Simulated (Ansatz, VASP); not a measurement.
# Two plane-wave programs on Ge

The input INCAR:

```
PREC = Accurate ; ENCUT = 500
EDIFF = 1E-7 ; ISMEAR = 0
SIGMA = 0.1 ; LREAL = False
LASPH = True ; NELM = 120
ALGO = Normal ; ISIF = 3
LWAVE = False ; LCHARG = False
GGA = PS ; IBRION = 2
NSW = 80 ; EDIFFG = -0.015
GGA_COMPAT = False ; NELMIN = 4
```

The input KPOINTS:

```
Automatic mesh
0
Gamma
  10 10 8
```

The input POSCAR:

```
Ge
1.0
    2.8378655627      2.8378655627      0.0000000000
   -2.8378655627      2.8378655627      0.0000000000
    0.0000000000      0.0000000000      5.6757311254
Ge
4
Direct
    0.5000000000      0.5000000000      0.5000000000
    0.0000000000      0.0000000000      0.0000000000
    0.5000000000      0.0000000000      0.2500000000
    0.0000000000      0.5000000000      0.7500000000
```

Input for Ansatz:

```yaml
crystal:
  lattice:
    - [2.8378655627, 2.8378655627, 0.0]
    - [-2.8378655627, 2.8378655627, 0.0]
    - [0.0, 0.0, 5.6757311254]
  atoms:
    - { symbol: Ge, position: [0.5, 0.5, 0.5] }
    - { symbol: Ge, position: [0.0, 0.0, 0.0] }
    - { symbol: Ge, position: [0.5, 0.0, 0.25] }
    - { symbol: Ge, position: [0.0, 0.5, 0.75] }
basis:
  ecutwfc: 420
kpoints:
  mp_grid: { grid: [10, 10, 8] }
hamiltonian:
  xc: pbesol
scf:
  occupations: { method: gaussian, width: 0.1 }
output:
  forces: true
  stress: true
  eigenvalues: true
relax:
  adjacent_minimum: "off"
  f_tol: 0.015
  max_steps: 60
  cell: { stress_tol: 0.15 }
```

Alike in both runs: task relaxation of cell and atoms; functional PBEsol; k mesh 10 × 10 × 8; occupations gaussian, width 0.1 eV; no spin polarisation.

|  | VASP | Ansatz |
| --- | --- | --- |
| version | VASP 6.6.1 | Ansatz 0.2.0 |
| potentials or method | VASP PAW PBE potentials, release 64 (Ge_d), cutoff 500 eV | scalar-relativistic, plane waves, PAW |
| valence electrons in the cell | 56 | 56 |

```tsv
	VASP	Ansatz	Ansatz less VASP
relaxed volume (Å³/atom)	22.80	22.85	+0.059
relaxed cell length with the largest relative difference (Å)	5.670	5.676	+0.0058
```

VASP's potentials were made for PBE, not for PBEsol.
